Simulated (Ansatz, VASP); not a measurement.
**Two plane-wave programs on ZrC**

```
CELL_PARAMETERS angstrom
0.00000 2.26231 2.26231
2.26231 0.00000 2.26231
2.26231 2.26231 0.00000
ATOMIC_POSITIONS crystal
Zr 0.50000 0.50000 0.50000
C 0.00000 0.00000 0.00000
```

Alike in both runs: task single point; functional PBEsol; k mesh 16 × 16 × 16; occupations gaussian, width 0.1 eV; no spin polarisation.

```csv
,VASP,Ansatz
version,VASP 6.6.1,Ansatz 0.2.0
potentials or method,"VASP PAW PBE potentials, release 64 (Zr_sv, C), cutoff 520 eV","scalar-relativistic, plane waves, PAW"
valence electrons in the cell,16,16
```

```tsv
	VASP	Ansatz	Ansatz less VASP
gap on the k mesh at the Fermi level (eV)	none	none	-
pressure (GPa)	27.3	26.9	-0.48
```

VASP's potentials were made for PBE, not for PBEsol. A gap of «none» marks a metal or a gap that the smearing closes.
